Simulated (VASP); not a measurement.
Wanted: the native input for a VASP 6.6.1 run.

| Item | Value |
| --- | --- |
| Task | single point |
| Functional | LDA |
| Potentials or basis | VASP PAW LDA potentials, release 64 (Sb) |
| Cutoff | 520 eV |
| k mesh | 12 × 12 × 7 |
| Occupations | fermi-dirac, width 0.03 eV |
| Spin | no spin polarisation |
| Dipole correction | no |
| Further INCAR settings | ALGO = Normal; EDIFF = 1e-07; NBANDS = 12 |

The structure of Sb lies in POSCAR:

```
Sb
1.0
    3.3690001795      0.0000000000      0.0000000000
   -1.6845000898      2.9176397408      0.0000000000
    0.0000000000      0.0000000000      5.3833000000
Sb
2
Direct
    0.3333333333      0.6666666667      0.2500000000
    0.6666666667      0.3333333333      0.7500000000
```

This cell differs from its parent crystal: zz strain of +1 %.

These files were run (other wordings do the same):

INCAR

```
PREC = Accurate
ENCUT = 520
EDIFF = 1E-7
ISMEAR = -1
SIGMA = 0.03
LREAL = F
LASPH = T
NELM = 100
ALGO = Normal
ISIF = 2
LWAVE = F
LCHARG = F
NBANDS = 12
```

KPOINTS

```
regular mesh
0
Gamma
  12 12 7
```

Potentials or basis: VASP PAW LDA potentials, release 64 (Sb).

Launch:

```bash
$ cat potpaw_LDA.64/Sb/POTCAR > POTCAR
$ mpirun -np 1 vasp_std > vasp.out
```

Results of the run:

```json
{
  "Pressure": "-1.9 GPa",
  "Band gap on the k mesh": "zero (band 5 reaches 12.64 eV, above the bottom of band 6 at 5.75 eV)"
}
```

Caveat: the cell differs from its parent crystal (zz strain of +1 %); spin-orbit coupling is left out, which moves the levels of the heavy elements.

Run time: 52 s on 1 thread of AMD EPYC 7R43 64-Core Processor (Zen 3) (shared host), peak memory 0.14 GiB.
